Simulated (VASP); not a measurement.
Input of a VASP 6.6.1 run:

The input POSCAR:

```
NbRu
1.0
    3.1840000000      0.0000000000      0.0000000000
    0.0000000000      3.1840000000      0.0000000000
    0.0000000000      0.0000000000      3.1840000000
Nb Ru
1 1
Direct
    0.0000000000      0.0000000000      0.0000000000
    0.5000000000      0.5000000000      0.5000000000
```

File INCAR.step1:

```
PREC = Accurate
ENCUT = 600
ISMEAR = 0
SIGMA = 0.1
LREAL = F
LASPH = T
NELM = 80
GGA = PE
ALGO = Normal
EDIFF = 1E-4
LWAVE = T
LCHARG = F
```

The input INCAR.step2:

```
PREC = Accurate
ENCUT = 600
EDIFF = 1E-6
ISMEAR = 0
SIGMA = 0.1
LREAL = F
LASPH = T
NELM = 80
ALGO = Normal
ISIF = 3
LWAVE = F
LCHARG = F
METAGGA = R2SCAN
LMIXTAU = T
IBRION = 2
NSW = 90
EDIFFG = -0.02
ISTART = 1
```

File KPOINTS:

```
Automatic mesh
0
Gamma
  12 12 12
```

Potentials or basis: VASP PAW PBE potentials, release 64 (Nb_sv, Ru_pv).

Launch:

```bash
$ cat potpaw_PBE.64/Nb_sv/POTCAR potpaw_PBE.64/Ru_pv/POTCAR > POTCAR
$ cp INCAR.step1 INCAR
$ mpirun -np 1 vasp_std > vasp.out
$ cp INCAR.step2 INCAR
$ mpirun -np 1 vasp_std > vasp.out
```

Task: What does it give for the relaxed cell?

Result: a = 3.160 Å, b = 3.160 Å, c = 3.160 Å, α = 90.00°, β = 90.00°, γ = 90.00°.

Task: Predict the relaxed volume.

Result: 15.78 Å³/atom.

The path:
```tsv
step	energy change (eV)	largest force (eV/Å)	pressure (GPa)	volume (Å³)
1	0.0000	0.0000	-5.37	32.28
2	0.0683	0.0000	15.75	29.82
3	-0.0126	0.0000	-0.13	31.56
```

Caveat: the PAW data sets were made with another functional, which shifts forces and pressure a little.
